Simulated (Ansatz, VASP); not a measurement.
Two plane-wave programs on Ga2O

```
Ga O
1.0
     5.01631    0.00000    0.00000
    -2.50816    4.34425    0.00000
     0.00000    0.00000    2.23235
Ga O
2 1
Cartesian
  0.0000 2.8962 0.0000
  2.5082 1.4481 0.0000
  0.0000 0.0000 0.0000
```

Alike in both runs: task single point; functional PBE; k mesh 6 × 6 × 8; occupations gaussian, width 0.1 eV; no spin polarisation.

```csv
,VASP,Ansatz
version,VASP 6.6.1,Ansatz 0.2.0
potentials or method,"VASP PAW PBE potentials, release 64 (Ga_d, O), cutoff 520 eV","scalar-relativistic, plane waves, PAW"
valence electrons in the cell,32,32
```

|  | VASP | Ansatz | Ansatz less VASP |
| --- | --- | --- | --- |
| gap on the k mesh at the Fermi level (eV) | none | none | - |
| pressure (GPa) | 1.4 | 1.3 | -0.07 |
| traceless stress, the component that is largest in VASP (GPa) | 25.31 | 25.14 | -0.179 |

A gap of «none» marks a metal or a gap that the smearing closes. With one functional, cell and mesh, what is left measures potentials, basis and numerics.
